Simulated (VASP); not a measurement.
# KBr (Pm-3m) in VASP: a series of runs

Runs on KBr. Level: LDA. Tasks: electric field gradients.

All numbers are computed with VASP 6.6.1; they aren't measurements. Logs are shortened: lines on timing, memory, paths and dates and some standing lists are left out, and cuts for length are marked.

## (1) The cell of the first run

Symmetry: Pm-3m, No. 221, cubic system. Conventional cell: a = 3.962 Å, b = 3.962 Å, c = 3.962 Å, α = 90.00°, β = 90.00°, γ = 90.00°. K (site symmetry m-3m) has 8 Br at 3.43 Å and 6 K at 3.96 Å within 4.5 Å. Within 4.5 Å of Br (site symmetry m-3m) lie 8 K at 3.43 Å and 6 Br at 3.96 Å.

## (2) Electric field gradients, LDA (volume scaled by 0.9405)

The input, INCAR:

```
PREC = Accurate
ENCUT = 520
EDIFF = 1E-8
ISMEAR = -1
SIGMA = 0.01
LREAL = False
LASPH = True
NELM = 100
ALGO = Normal
ISIF = 2
LWAVE = False
LCHARG = False
LEFG = True
NBANDS = 15
```

The input, KPOINTS:

```
regular mesh
0
Gamma
  6 6 6
```

The input, POSCAR:

```
KBr
1.0
    3.9616576236      0.0000000000      0.0000000000
    0.0000000000      3.9616576236      0.0000000000
    0.0000000000      0.0000000000      3.9616576236
K Br
1 1
Direct
    0.0000000000      0.0000000000      0.0000000000
    0.5000000000      0.5000000000      0.5000000000
```

Potentials or basis: VASP PAW LDA potentials, release 64 (K_sv, Br).

Started as:

```bash
> cat potpaw_LDA.64/K_sv/POTCAR potpaw_LDA.64/Br/POTCAR > POTCAR
> mpirun -np 1 vasp_std > vasp.out
```

OUTCAR:

```text
PREC = Accurate
   ENCUT = 520
   EDIFF = 1E-8
   ISMEAR = -1
   LREAL = False
   LASPH = True
   NELM = 100
   ISIF = 2

 ion  position               nearest neighbor table
   1  0.000  0.000  0.000-
   2  0.500  0.500  0.500-

  LATTYP: Found a simple cubic cell.
 ALAT       =     3.9616576236

  Lattice vectors:

 A1 = (   3.9616576236,   0.0000000000,   0.0000000000)
 A2 = (   0.0000000000,   3.9616576236,   0.0000000000)
 A3 = (   0.0000000000,   0.0000000000,   3.9616576236)

Analysis of symmetry for initial positions (statically):
=====================================================================
 Subroutine PRICEL returns:
 Original cell was already a primitive cell.

 Routine SETGRP: Setting up the symmetry group for a
 simple cubic supercell.

 Subroutine GETGRP returns: Found 48 space group operations
 (whereof 48 operations were pure point group operations)
 out of a pool of 48 trial point group operations.

The static configuration has the point symmetry O_h .

Analysis of symmetry for dynamics (positions and initial velocities):
=====================================================================
 Subroutine PRICEL returns:
 Original cell was already a primitive cell.

 Routine SETGRP: Setting up the symmetry group for a
 simple cubic supercell.

 Subroutine GETGRP returns: Found 48 space group operations
 (whereof 48 operations were pure point group operations)
 out of a pool of 48 trial point group operations.

The dynamic configuration has the point symmetry O_h .

 Subroutine INISYM returns: Found 48 space group operations
 (whereof 48 operations are pure point group operations),
 and found     1 'primitive' translations

----------------------------------------------------------------------------------------

                                     Primitive cell

  volume of cell :      62.1772

  direct lattice vectors                    reciprocal lattice vectors
     3.961657624  0.000000000  0.000000000     0.252419592  0.000000000  0.000000000
     0.000000000  3.961657624  0.000000000     0.000000000  0.252419592  0.000000000
     0.000000000  0.000000000  3.961657624     0.000000000  0.000000000  0.252419592

  length of vectors
     3.961657624  3.961657624  3.961657624     0.252419592  0.252419592  0.252419592

  position of ions in fractional coordinates (direct lattice)
     0.000000000  0.000000000  0.000000000
     0.500000000  0.500000000  0.500000000

  ion indices of the primitive-cell ions
   primitive index   ion index
                 1           1
                 2           2

----------------------------------------------------------------------------------------

 KPOINTS: regular mesh

Automatic generation of k-mesh.
 Grid dimensions read from file:
 generate k-points for:    6    6    6

 Generating k-lattice:

  Cartesian coordinates                     Fractional coordinates (reciprocal lattice)
     0.042069932  0.000000000  0.000000000     0.166666667  0.000000000  0.000000000
     0.000000000  0.042069932  0.000000000     0.000000000  0.166666667  0.000000000
     0.000000000  0.000000000  0.042069932     0.000000000  0.000000000  0.166666667

  Length of vectors
     0.042069932  0.042069932  0.042069932

  Shift w.r.t. Gamma in fractional coordinates (k-lattice)
     0.000000000  0.000000000  0.000000000

 Subroutine IBZKPT returns following result:
 ===========================================

 Found     20 irreducible k-points:

 Following reciprocal coordinates:
            Coordinates               Weight
  0.000000  0.000000  0.000000      1.000000
  0.166667  0.000000  0.000000      6.000000
  0.333333  0.000000  0.000000      6.000000
  0.500000  0.000000  0.000000      3.000000
  0.166667  0.166667  0.000000     12.000000
  0.333333  0.166667  0.000000     24.000000
[... 12 lines left out ...]
  0.500000  0.500000  0.333333      6.000000
  0.500000  0.500000  0.500000      1.000000
   k-points           NKPTS =     20   k-points in BZ     NKDIM =     20   number of bands    NBANDS=     15
   number of dos      NEDOS =    301   number of ions     NIONS =      2
   total plane-waves  NPLWV =  27000
   dimension x,y,z NGX =    30 NGY =   30 NGZ =   30
   dimension x,y,z NGXF=    60 NGYF=   60 NGZF=   60
   ions per type =               1   1
   NGX,Y,Z   is equivalent  to a cutoff of  12.59, 12.59, 12.59 a.u.
   NGXF,Y,Z  is equivalent  to a cutoff of  25.18, 25.18, 25.18 a.u.
 SYSTEM =  unknown system
   PREC   = accura    normal or accurate (medium, high low for compatibility)
   ISTART =      0    job   : 0-new  1-cont  2-samecut
   ICHARG =      2    charge: 1-file 2-atom 10-const
   ISPIN  =      1    spin polarized calculation?
   LNONCOLLINEAR =      F non collinear calculations
   LSORBIT =      F    spin-orbit coupling
   LASPH  =      T    aspherical Exc in radial PAW
   ENCUT  =  520.0 eV  38.22 Ry    6.18 a.u.   7.37  7.37  7.37*2*pi/ulx,y,z
   NELM   =    100;   NELMIN=  2; NELMDL= -5     # of ELM steps
   EDIFF  = 0.1E-07   stopping-criterion for ELM
   LREAL  =      F    real-space projection
   EDIFFG = 0.1E-06   stopping-criterion for IOM
   NSW    =      0    number of steps for IOM
   IBRION =     -1    ionic relax: 0-MD 1-quasi-New 2-CG
   NFREE  =      0    steps in history (QN), initial steepest desc. (CG)
   ISIF   =      2    stress and relaxation
   ISYM   =      2    0-nonsym 1-usesym 2-fastsym
   POTIM  = 0.5000    time-step for ionic-motion
   TEBEG  =    0.0;   TEEND  =   0.0 temperature during run
   PSTRESS=    0.0 pullay stress
   NELECT =      16.0000    total number of electrons
   NUPDOWN=      -1.0000    fix difference up-down
   EMIN   =  10.00;   EMAX   =-10.00  energy-range for DOS
   EFERMI =   0.00;   METHOD = LEGACY
   ISMEAR =    -1;   SIGMA  =   0.01  broadening in eV -4-tet -1-fermi 0-gaus
   EFERMI_NEDOS =   21; number of points for ismear=-14 and -15
   IALGO  =     38    algorithm
   IMIX   =      4    mixing-type and parameters
     AMIX     =   0.40;   BMIX     =  1.00
     AMIX_MAG =   1.60;   BMIX_MAG =  1.00
  volume/ion in A,a.u.               =      31.09       209.80
  Fermi-wavevector in a.u.,A,eV,Ry     =   1.041289  1.967751 14.752559  1.084282
  Thomas-Fermi vector in A             =   2.175903
   LORBIT       =      0    0 simple, 1 ext, 2 COOP (PROOUT), +10 PAW based schemes
   GGA     = CA    functional components
   LHFCALC =     F    Hartree Fock is set to
   AEXX    =    0.0000 exact exchange contribution
   IVDW    =     0    specifies the selected vdW correction
   LEPSILON=     F    determine dielectric tensor
   LRPA    =     F    only Hartree local field effects (RPA)
 non-spin polarized calculation
  energy-cutoff  :      520.00
  volume of cell :       62.18
 maximum number of plane-waves:      1743
 NGX is ok and might be reduce to    30
   NGX = 15   NGY = 15   NGZ = 15

 number of electron      15.9999996 magnetization

 Free energy of the ion-electron system (eV)
  ---------------------------------------------------
  ext. energy  EPLUGINS =         0.00000000
  ---------------------------------------------------
  free energy    TOTEN  =        -6.73971699 eV

  energy without entropy =       -6.73971699  energy(sigma->0) =       -6.73971699

 E-fermi :  -0.2845     XC(G=0):  -8.5745

 val. band max:       -0.6072127647   @ k =   0.5000   0.5000   0.0000
 cond. band min:       3.0623126786   @ k =   0.0000   0.0000   0.0000
 fundamental gap:      3.6695254433
 Fermi energy:        -0.2844804406

 k-point     1 :       0.0000    0.0000    0.0000
  band No.  band energies     occupation
      1     -28.8038      2.00000
      2     -13.5472      2.00000
      3     -12.4572      2.00000
      4     -12.4572      2.00000
      5     -12.4572      2.00000
      6      -0.8968      2.00000
      7      -0.8968      2.00000
      8      -0.8968      2.00000
      9       3.0623      0.00000
     10       4.8879      0.00000
     11       4.8879      0.00000
     12       9.0282      0.00000
     13       9.0282      0.00000
     14       9.0282      0.00000
     15      11.8280      0.00000
[... 325 lines left out ...]
 k-point    20 :       0.5000    0.5000    0.5000
  band No.  band energies     occupation
      1     -28.7627      2.00000
      2     -13.1071      2.00000
      3     -12.5991      2.00000
      4     -12.5991      2.00000
      5     -12.5991      2.00000
      6      -2.2370      2.00000
      7      -2.2370      2.00000
      8      -2.2370      2.00000
      9       6.6331      0.00000
     10       6.6331      0.00000
     11       6.6331      0.00000
     12       8.8448      0.00000
     13       8.8448      0.00000
     14       8.8448      0.00000
     15      10.6886      0.00000

------------------------ aborting loop because EDIFF is reached ----------------------------------------

  FORCE on cell =-STRESS in cart. coord.  units (eV):
  Direction    XX          YY          ZZ          XY          YZ          ZX
  --------------------------------------------------------------------------------------
  -------------------------------------------------------------------------------------
  Total       -0.7260557     -0.7260557     -0.7260557      0.0000000      0.0000000      0.0000000
  in kB      -18.7089624    -18.7089624    -18.7089624      0.0000000      0.0000000      0.0000000
  external PRESSURE =     -18.7089624 kB  Pullay stress =       0.0000000 kB

 VOLUME and BASIS-vectors are now :
 -----------------------------------------------------------------------------
  energy-cutoff  :      520.00
  volume of cell :       62.18
      direct lattice vectors                 reciprocal lattice vectors
     3.961657624  0.000000000  0.000000000     0.252419592  0.000000000  0.000000000
     0.000000000  3.961657624  0.000000000     0.000000000  0.252419592  0.000000000
     0.000000000  0.000000000  3.961657624     0.000000000  0.000000000  0.252419592

 POSITION                                       TOTAL-FORCE (eV/Angst)
 -----------------------------------------------------------------------------------
      0.00000      0.00000      0.00000         0.000000      0.000000      0.000000
      1.98083      1.98083      1.98083         0.000000      0.000000      0.000000
 -----------------------------------------------------------------------------------
    total drift:                                0.000000      0.000000     -0.000000

  FREE ENERGIE OF THE ION-ELECTRON SYSTEM (eV)
  ---------------------------------------------------
  free  energy   TOTEN  =        -6.7397169897 eV

  energy  without entropy=       -6.7397169897  energy(sigma->0) =       -6.73971699

 Electric field gradients (V/A^2)
---------------------------------------------------------------------
 ion       V_xx      V_yy      V_zz      V_xy      V_xz      V_yz
---------------------------------------------------------------------
   1       0.000     0.000     0.000     0.000     0.000     0.000
   2      -0.000    -0.000    -0.000    -0.000     0.000    -0.000
---------------------------------------------------------------------

 Electric field gradients after diagonalization (V/A^2)
 (convention: |V_zz| > |V_xx| > |V_yy|)
----------------------------------------------------------------------
 ion       V_xx      V_yy      V_zz     asymmetry (V_yy - V_xx)/ V_zz
----------------------------------------------------------------------
   1       0.000     0.000     0.000      -0.045
   2      -0.000    -0.000    -0.000      -0.096
----------------------------------------------------------------------

           NMR quadrupolar parameters

 Cq : quadrupolar parameter    Cq=e*Q*V_zz/h
 eta: asymmetry parameters     (V_yy - V_xx)/ V_zz
 Q  : nuclear electric quadrupole moment in mb (millibarn)
----------------------------------------------------------------------
 ion       Cq(MHz)       eta       Q (mb)
----------------------------------------------------------------------
   1       0.000      -0.045       1.000
   2      -0.000      -0.096       1.000
----------------------------------------------------------------------
```

Wall time 14 s (1 thread of Intel Xeon Platinum 8375C at 2.90GHz (Ice Lake), shared host); peak memory 0.15 GiB.

Results:

```
Free energy            : -6.7397 eV
Pressure               : -1.9 GPa
Band gap on the k mesh : 3.67 eV, indirect (least direct gap 3.96 eV)
```

Levels at points of the mesh, in eV from the valence-band top:
```tsv
k point	band 5	band 6	band 7	band 8	band 9	band 10	band 11	band 12
(0.00, 0.00, 0.00)	-11.85	-0.29	-0.29	-0.29	3.67	5.50	5.50	9.64
(0.50, 0.00, 0.00)	-11.68	-2.22	-0.28	-0.28	6.38	6.89	7.69	8.72
(0.50, 0.50, 0.00)	-11.80	-1.55	-1.55	0.00	4.91	6.28	7.88	7.88
(0.50, 0.50, 0.50)	-11.99	-1.63	-1.63	-1.63	7.24	7.24	7.24	9.45
```

Caveat: without QUAD_EFG the Cq values of the log hold for a quadrupole moment of 1 mb, not for the nuclei.

[end of part 1 of 3]
